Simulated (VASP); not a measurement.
# Li2Se (Fm-3m) in VASP: a series of runs, part 2 of 3

VASP 6.6.1.

### 3 Single point, LDA (volume scaled by 0.98)

File INCAR:

```
SYSTEM = Li2Se
PREC = Accurate ; ENCUT = 750
EDIFF = 1E-6 ; ISMEAR = -1
SIGMA = 0.03 ; LREAL = .FALSE.
LASPH = .TRUE. ; NELM = 120
ALGO = Normal ; ISIF = 2
LWAVE = .FALSE. ; LCHARG = .FALSE.
GGA = CA ; NBANDS = 13
GGA_COMPAT = .FALSE.
```

File KPOINTS:

```
Automatic mesh
0
G
  9 9 9
  0 0 0
```

File POSCAR:

```
Li2Se
1.0
    0.0000000000      2.9823483861      2.9823483861
    2.9823483861      0.0000000000      2.9823483861
    2.9823483861      2.9823483861      0.0000000000
Li Se
2 1
Direct
    0.2500000000      0.2500000000      0.2500000000
    0.7500000000      0.7500000000      0.7500000000
    0.0000000000      0.0000000000      0.0000000000
```

Potentials or basis: VASP PAW LDA potentials, release 64 (Li_sv, Se).

Launch:

```console
> cat potpaw_LDA.64/Li_sv/POTCAR potpaw_LDA.64/Se/POTCAR > POTCAR
> mpirun -np 1 vasp_std > vasp.out
```

OUTCAR:

```text
SYSTEM = Li2Se
   PREC = Accurate
   ENCUT = 750
   EDIFF = 1E-6
   ISMEAR = -1
   LREAL = .FALSE.
   LASPH = .TRUE.
   NELM = 120
   ISIF = 2
   GGA = CA

 ion  position               nearest neighbor table
   1  0.250  0.250  0.250-   3 2.58   3 2.58   3 2.58   3 2.58
   2  0.750  0.750  0.750-   3 2.58   3 2.58   3 2.58   3 2.58
   3  0.000  0.000  0.000-   2 2.58   2 2.58   2 2.58   1 2.58   2 2.58   1 2.58   1 2.58   1 2.58

  LATTYP: Found a face centered cubic cell.
 ALAT       =     5.9646967722

  Lattice vectors:

 A1 = (   0.0000000000,   2.9823483861,   2.9823483861)
 A2 = (   2.9823483861,   0.0000000000,   2.9823483861)
 A3 = (   2.9823483861,   2.9823483861,   0.0000000000)

Analysis of symmetry for initial positions (statically):
=====================================================================
 Subroutine PRICEL returns:
 Original cell was already a primitive cell.

 Routine SETGRP: Setting up the symmetry group for a
 face centered cubic supercell.

 Subroutine GETGRP returns: Found 48 space group operations
 (whereof 48 operations were pure point group operations)
 out of a pool of 48 trial point group operations.

The static configuration has the point symmetry O_h .

Analysis of symmetry for dynamics (positions and initial velocities):
=====================================================================
 Subroutine PRICEL returns:
 Original cell was already a primitive cell.

 Routine SETGRP: Setting up the symmetry group for a
 face centered cubic supercell.

 Subroutine GETGRP returns: Found 48 space group operations
 (whereof 48 operations were pure point group operations)
 out of a pool of 48 trial point group operations.

The dynamic configuration has the point symmetry O_h .

 Subroutine INISYM returns: Found 48 space group operations
 (whereof 48 operations are pure point group operations),
 and found     1 'primitive' translations

----------------------------------------------------------------------------------------

                                     Primitive cell
[... 118 lines left out ...]
   GGA     = CA    functional components
   LHFCALC =     F    Hartree Fock is set to
   AEXX    =    0.0000 exact exchange contribution
   IVDW    =     0    specifies the selected vdW correction
   LEPSILON=     F    determine dielectric tensor
   LRPA    =     F    only Hartree local field effects (RPA)
 non-spin polarized calculation
  energy-cutoff  :      750.00
  volume of cell :       53.05
 maximum number of plane-waves:      2499
 NGX is ok and might be reduce to    40
   NGX = 19   NGY = 19   NGZ = 19

 number of electron      12.0000001 magnetization

 Free energy of the ion-electron system (eV)
  ---------------------------------------------------
  ext. energy  EPLUGINS =         0.00000000
  ---------------------------------------------------
  free energy    TOTEN  =       -12.16022375 eV

  energy without entropy =      -12.16022375  energy(sigma->0) =      -12.16022375

 E-fermi :   1.7617     XC(G=0):  -8.6124

 val. band max:        1.0920658582   @ k =   0.0000   0.0000   0.0000
 cond. band min:       3.9672265570   @ k =   0.4444   0.4444   0.0000
 fundamental gap:      2.8751606989
 Fermi energy:         1.7616681760

 k-point     1 :       0.0000    0.0000    0.0000
  band No.  band energies     occupation
      1     -42.5974      2.00000
      2     -42.5680      2.00000
      3     -10.3807      2.00000
      4       1.0921      2.00000
      5       1.0921      2.00000
      6       1.0921      2.00000
      7       4.3828      0.00000
      8       6.5713      0.00000
      9       6.5713      0.00000
     10       6.5713      0.00000
     11      11.7160      0.00000
     12      11.7160      0.00000
     13      11.8731      0.00000
[... 354 lines left out ...]
  band No.  band energies     occupation
      1     -42.5872      2.00000
      2     -42.5768      2.00000
      3      -9.9113      2.00000
      4      -1.1979      2.00000
      5      -0.3822      2.00000
      6      -0.3822      2.00000
      7       3.9672      0.00000
      8       7.2255      0.00000
      9      10.9025      0.00000
     10      10.9025      0.00000
     11      12.0849      0.00000
     12      13.2899      0.00000
     13      13.2899      0.00000

 [... further k-points ...]
[... 5 lines left out ...]
  --------------------------------------------------------------------------------------
  -------------------------------------------------------------------------------------
  Total       -0.6742746     -0.6742746     -0.6742746      0.0000000     -0.0000000      0.0000000
  in kB      -20.3630247    -20.3630247    -20.3630247      0.0000000     -0.0000000      0.0000000
  external PRESSURE =     -20.3630247 kB  Pullay stress =       0.0000000 kB

 VOLUME and BASIS-vectors are now :
 -----------------------------------------------------------------------------
  energy-cutoff  :      750.00
  volume of cell :       53.05
      direct lattice vectors                 reciprocal lattice vectors
     0.000000000  2.982348386  2.982348386    -0.167653116  0.167653116  0.167653116
     2.982348386  0.000000000  2.982348386     0.167653116 -0.167653116  0.167653116
     2.982348386  2.982348386  0.000000000     0.167653116  0.167653116 -0.167653116

 POSITION                                       TOTAL-FORCE (eV/Angst)
 -----------------------------------------------------------------------------------
      1.49117      1.49117      1.49117        -0.000000     -0.000000      0.000000
      4.47352      4.47352      4.47352         0.000000      0.000000     -0.000000
      0.00000      0.00000      0.00000        -0.000000     -0.000000      0.000000
 -----------------------------------------------------------------------------------
    total drift:                                0.000000     -0.000000      0.000000

  FREE ENERGIE OF THE ION-ELECTRON SYSTEM (eV)
  ---------------------------------------------------
  free  energy   TOTEN  =       -12.1602237453 eV

  energy  without entropy=      -12.1602237453  energy(sigma->0) =      -12.16022375
```

stdout:

```text
POSCAR found type information on POSCAR LiSe
 POSCAR found :  2 types and       3 ions
 scaLAPACK will be used
 LDA part: xc-table for (Slater(with rela. corr.)+CA(PZ))
 , standard interpolation
 POSCAR, INCAR and KPOINTS ok, starting setup
 FFT: planning ... GRIDC
 FFT: planning ... GRID_SOFT
 FFT: planning ... GRID
 WAVECAR not read
 entering main loop
```

Wall time 21 s (1 thread of Intel Xeon 6975P-C (Granite Rapids), shared host); peak memory 0.2 GiB.

Results:

```
Free energy            : -12.1602 eV
Pressure               : -2.0 GPa
Band gap on the k mesh : 2.88 eV, indirect (least direct gap 3.29 eV)
```

Caveat: the cell differs from its parent crystal (volume scaled by 0.98). A k mesh can miss the band edges.

### 4 Single point, LDA

This run uses another cell than the first one, of 18.05 Å³/atom, 1.064 times its volume.

File INCAR:

```
SYSTEM = Li2Se
ALGO = Normal
EDIFF = 1E-6
ENCUT = 750
GGA = CA
GGA_COMPAT = .FALSE.
ISIF = 2
ISMEAR = -1
LASPH = .TRUE.
LCHARG = .FALSE.
LREAL = .FALSE.
LWAVE = .FALSE.
NBANDS = 13
NELM = 120
PREC = Accurate
SIGMA = 0.03
```

File KPOINTS:

```
k-points
0
G
  9 9 9
  0 0 0
```

File POSCAR:

```
Li2Se
1.0
    0.0000000000      3.0025000000      3.0025000000
    3.0025000000      0.0000000000      3.0025000000
    3.0025000000      3.0025000000      0.0000000000
Li Se
2 1
Direct
    0.2500000000      0.2500000000      0.2500000000
    0.7500000000      0.7500000000      0.7500000000
    0.0000000000      0.0000000000      0.0000000000
```

Potentials or basis: VASP PAW LDA potentials, release 64 (Li_sv, Se).

Launch:

```console
> cat potpaw_LDA.64/Li_sv/POTCAR potpaw_LDA.64/Se/POTCAR > POTCAR
> mpirun -np 1 vasp_std > vasp.out
```

OUTCAR:

```text
SYSTEM = Li2Se
   EDIFF = 1E-6
   ENCUT = 750
   GGA = CA
   ISIF = 2
   ISMEAR = -1
   LASPH = .TRUE.
   LREAL = .FALSE.
   NELM = 120
   PREC = Accurate

 ion  position               nearest neighbor table
   1  0.250  0.250  0.250-   3 2.60   3 2.60   3 2.60   3 2.60
   2  0.750  0.750  0.750-   3 2.60   3 2.60   3 2.60   3 2.60
   3  0.000  0.000  0.000-   1 2.60   2 2.60   2 2.60   2 2.60   2 2.60   1 2.60   1 2.60   1 2.60

  LATTYP: Found a face centered cubic cell.
 ALAT       =     6.0050000000

  Lattice vectors:

[... 568 lines left out ...]
     12      13.0534      0.00000
     13      13.0534      0.00000

 [... further k-points ...]
[... 5 lines left out ...]
  --------------------------------------------------------------------------------------
  -------------------------------------------------------------------------------------
  Total       -0.8827272     -0.8827272     -0.8827272      0.0000000      0.0000000     -0.0000000
  in kB      -26.1251063    -26.1251063    -26.1251063      0.0000000      0.0000000     -0.0000000
  external PRESSURE =     -26.1251063 kB  Pullay stress =       0.0000000 kB

 VOLUME and BASIS-vectors are now :
 -----------------------------------------------------------------------------
  energy-cutoff  :      750.00
  volume of cell :       54.14
      direct lattice vectors                 reciprocal lattice vectors
     0.000000000  3.002500000  3.002500000    -0.166527893  0.166527893  0.166527893
     3.002500000  0.000000000  3.002500000     0.166527893 -0.166527893  0.166527893
     3.002500000  3.002500000  0.000000000     0.166527893  0.166527893 -0.166527893

 POSITION                                       TOTAL-FORCE (eV/Angst)
 -----------------------------------------------------------------------------------
      1.50125      1.50125      1.50125        -0.000000     -0.000000     -0.000000
      4.50375      4.50375      4.50375         0.000000      0.000000      0.000000
      0.00000      0.00000      0.00000         0.000000      0.000000      0.000000
 -----------------------------------------------------------------------------------
    total drift:                                0.000000     -0.000000      0.000000

  FREE ENERGIE OF THE ION-ELECTRON SYSTEM (eV)
  ---------------------------------------------------
  free  energy   TOTEN  =       -12.1449547907 eV

  energy  without entropy=      -12.1449547907  energy(sigma->0) =      -12.14495479
```

OSZICAR:

```text
N       E                     dE             d eps       ncg     rms          rms(c)
DAV:   1     0.517406455100E+02    0.51741E+02   -0.66030E+03   910   0.115E+03
DAV:   2    -0.434636283454E+01   -0.56087E+02   -0.52532E+02  1109   0.217E+02
DAV:   3    -0.122203426133E+02   -0.78740E+01   -0.78259E+01  1733   0.492E+01
DAV:   4    -0.123763115339E+02   -0.15597E+00   -0.15592E+00  1199   0.102E+01
DAV:   5    -0.123798706304E+02   -0.35591E-02   -0.35589E-02  1423   0.121E+00    0.279E+00
DAV:   6    -0.121775117993E+02    0.20236E+00   -0.25324E-01  1155   0.192E+00    0.166E+00
DAV:   7    -0.121455703298E+02    0.31941E-01   -0.96628E-02  1274   0.129E+00    0.720E-01
DAV:   8    -0.121451012199E+02    0.46911E-03   -0.12667E-02  1259   0.636E-01    0.268E-01
DAV:   9    -0.121449546600E+02    0.14656E-03   -0.30863E-04  1317   0.104E-01    0.201E-01
DAV:  10    -0.121449584917E+02   -0.38317E-05   -0.28972E-04  1125   0.870E-02    0.910E-02
DAV:  11    -0.121449555247E+02    0.29670E-05   -0.17157E-05  1305   0.330E-02    0.409E-02
DAV:  12    -0.121449547907E+02    0.73398E-06   -0.49349E-06  1153   0.127E-02
   1 F= -.12144955E+02 E0= -.12144955E+02  d E =-.109701E-12
```

stdout:

```text
POSCAR found type information on POSCAR LiSe
 POSCAR found :  2 types and       3 ions
 scaLAPACK will be used
 LDA part: xc-table for (Slater(with rela. corr.)+CA(PZ))
 , standard interpolation
 POSCAR, INCAR and KPOINTS ok, starting setup
 FFT: planning ... GRIDC
 FFT: planning ... GRID_SOFT
 FFT: planning ... GRID
 WAVECAR not read
 entering main loop
```

Run time: 20 s. Hardware: 1 thread of Intel Xeon 6975P-C (Granite Rapids), shared host; peak memory 0.2 GiB.

What came out:

```yaml
Free_energy: -12.1450 eV
Pressure: -2.6 GPa
Band_gap_on_the_k_mesh: 2.89 eV, indirect (least direct gap 3.21 eV)
```

Levels at points of the mesh, in eV from the valence-band top:
| k point | band 4 | band 5 | band 6 | band 7 | band 8 | band 9 |
| --- | --- | --- | --- | --- | --- | --- |
| (0.00, 0.00, 0.00) | 0.00 | 0.00 | 0.00 | 3.21 | 5.47 | 5.47 |

[end of part 2 of 3]
